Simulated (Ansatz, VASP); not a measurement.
**LaHg in VASP and in Ansatz**

INCAR

```
SYSTEM = LaHg
PREC = Accurate
ENCUT = 520
EDIFF = 1E-8
ISMEAR = -1
SIGMA = 0.08
LREAL = .FALSE.
LASPH = .TRUE.
NELM = 100
ALGO = Normal
ISIF = 2
LWAVE = .FALSE.
LCHARG = .FALSE.
LEFG = .TRUE.
NBANDS = 18
```

File KPOINTS:

```
Automatic mesh
0
G
  11 11 11
  0 0 0
```

The input POSCAR:

```
LaHg
1.0
    3.8370000000      0.0191850000      0.0191850000
    0.0191850000      3.8370000000      0.0191850000
    0.0191850000      0.0191850000      3.8370000000
La Hg
1 1
Direct
    0.5000000000      0.5000000000      0.5000000000
    0.0000000000      0.0000000000      0.0000000000
```

Input for Ansatz:

```yaml
crystal:
  lattice:
    - [3.837, 0.019185, 0.019185]
    - [0.019185, 3.837, 0.019185]
    - [0.019185, 0.019185, 3.837]
  atoms:
    - { symbol: La, position: [0.5, 0.5, 0.5] }
    - { symbol: Hg, position: [0.0, 0.0, 0.0] }
kpoints:
  mp_grid: { grid: [11, 11, 11] }
scf:
  occupations: { method: fermi_dirac, width: 0.08 }
hamiltonian:
  xc: lda
  pseudopotentials: { kind: paw }
output:
  forces: true
  stress: true
  eigenvalues: true
  efg: { contact_densities: true }
```

Change from the starting cell: equal xy, yz and zx shear strains of +1 %, PAW files.

Alike in both runs: task electric field gradients; functional LDA; k mesh 11 × 11 × 11; occupations fermi-dirac, width 0.08 eV; no spin polarisation.

```csv
,VASP,Ansatz
version,VASP 6.6.1,Ansatz 0.2.0
potentials or method,"VASP PAW LDA potentials, release 64 (La, Hg)","PAW with Ansatz's default frozen-core files, scalar-relativistic"
plane-wave cutoff (eV),520,420
valence electrons in the cell,23,31
```

Ansatz gave:

| Quantity | Value |
| --- | --- |
| pressure (GPa) | -1.9 |
| traceless stress, the component that is largest in VASP (GPa) | -0.23 |
| size of Vzz on the site where it differs most (V/Å²) | 13.7 |

Question: Estimate VASP's values.

Answer: Pressure (GPa): -1.7; traceless stress, the component that is largest in VASP (GPa): -0.23; size of Vzz on the site where it differs most (V/Å²): 8.9.

LDA's correlation is that of Perdew and Zunger in VASP and of Perdew and Wang (1992) in Ansatz. VASP's potentials hold 23 valence electrons a cell and Ansatz's 31, so a difference there can come from the potentials and not from the codes.

Spin-orbit coupling is off throughout.
